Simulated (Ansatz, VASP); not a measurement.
**Two plane-wave programs on GdN**

File POSCAR:

```
GdN
1.0
    0.0000000000      2.4590393910      2.4590393910
    2.4590393910      0.0000000000      2.4590393910
    2.4590393910      2.4590393910      0.0000000000
Gd N
1 1
Direct
    0.5000000000      0.5000000000      0.5000000000
    0.0000000000      0.0000000000      0.0000000000
```

The input INCAR.step1:

```
SYSTEM = GdN
PREC     = Accurate       ! precision mode
ENCUT    = 520            ! plane-wave cutoff, eV
ISMEAR   = 0              ! smearing method
SIGMA    = 0.05           ! smearing width, eV
LREAL    = .False.        ! projectors in reciprocal space
LASPH    = .True.         ! aspherical terms in the spheres
NELM     = 150            ! most SCF steps
ISPIN    = 2              ! spin polarisation
MAGMOM   = 7.64 -0.18     ! initial moments
LMAXMIX  = 6              ! l up to which the mixer works
LDAU     = .True.         ! DFT+U
LDAUTYPE = 2            
LDAUL    = 3 -1           ! shell
LDAUU    = 4 0            ! U, eV
LDAUJ    = 0 0          
NBANDS   = 22             ! bands
GGA      = PE             ! functional
ALGO     = Normal         ! electronic algorithm
EDIFF    = 1E-4           ! SCF threshold, eV
LWAVE    = .True.         ! write WAVECAR
LCHARG   = .False.        ! write CHGCAR
```

File INCAR.step2:

```
SYSTEM = GdN
PREC     = Accurate       ! precision mode
ENCUT    = 520            ! plane-wave cutoff, eV
EDIFF    = 1E-6           ! SCF threshold, eV
ISMEAR   = 0              ! smearing method
SIGMA    = 0.05           ! smearing width, eV
LREAL    = .False.        ! projectors in reciprocal space
LASPH    = .True.         ! aspherical terms in the spheres
NELM     = 150            ! most SCF steps
ALGO     = Normal         ! electronic algorithm
ISIF     = 2              ! what is computed and relaxed
LWAVE    = .False.        ! write WAVECAR
LCHARG   = .False.        ! write CHGCAR
ISPIN    = 2              ! spin polarisation
MAGMOM   = 7.64 -0.18     ! initial moments
LORBIT   = 11             ! projections on sites
LMAXMIX  = 6              ! l up to which the mixer works
LDAU     = .True.         ! DFT+U
LDAUTYPE = 2            
LDAUL    = 3 -1           ! shell
LDAUU    = 4 0            ! U, eV
LDAUJ    = 0 0          
LDAUPRINT= 1            
METAGGA  = R2SCAN         ! meta-GGA
LMIXTAU  = .True.       
NBANDS   = 22             ! bands
ISTART   = 1
```

The input KPOINTS:

```
regular mesh
0
Gamma
  8 8 8
  0 0 0
```

Input for Ansatz:

```yaml
crystal:
  lattice:
    - [0.0, 2.459039391, 2.459039391]
    - [2.459039391, 0.0, 2.459039391]
    - [2.459039391, 2.459039391, 0.0]
  atoms:
    - { symbol: Gd, position: [0.5, 0.5, 0.5], spin: 7.65 }
    - { symbol: "N", position: [0.0, 0.0, 0.0] }
basis:
  ecutwfc: 500
  ecutrho_ratio: 4
kpoints:
  mp_grid: { grid: [8, 8, 8] }
hamiltonian:
  xc: r2scan
  hubbard:
    sites:
      - { species: Gd, l: f, u_eff: 4.0, starting_ns: start.occupation_matrices }
    ns_hold: { iters: 6 }
scf:
  occupations: { method: gaussian, width: 0.05 }
  lower_state_search: "off"
output:
  forces: true
  stress: true
  eigenvalues: true
  populations: true
  hubbard: { sites: [{ species: Gd, l: f }] }
magnetization:
  spin_polarized: true
```

Alike in both runs: task single point; functional r2SCAN; k mesh 8 × 8 × 8; occupations gaussian, width 0.05 eV; collinear spin; Hubbard terms Gd f U = 4.0 eV.

```csv
,VASP,Ansatz
version,VASP 6.6.1,Ansatz 0.2.0
potentials or method,"VASP PAW PBE potentials, release 64 (Gd, N), cutoff 520 eV","scalar-relativistic, plane waves, PAW"
valence electrons in the cell,23,23
```

VASP gave:

| Property | Result |
| --- | --- |
| gap on the k mesh at the Fermi level (eV) | none |
| pressure (GPa) | 7.4 |
| net moment per atom (μB) | 3.50 |
| size of the moment on the site where the two differ most (μB) | 6.82 |

Which values does Ansatz return?

gap on the k mesh at the Fermi level (eV): none; pressure (GPa): 7.2; net moment per atom (μB): 3.50; size of the moment on the site where the two differ most (μB): 6.95.

VASP's potentials were made for PBE, not for r2SCAN. Site moments also hang on the region over which each program counts them. The programs project onto different local orbitals, so the same U acts differently, and such runs can settle in different states. A gap of «none» marks a metal or a gap that the smearing closes. Ansatz's warnings: filled band counts differ across k points, stability check not made.

Neither program's run includes spin-orbit coupling.
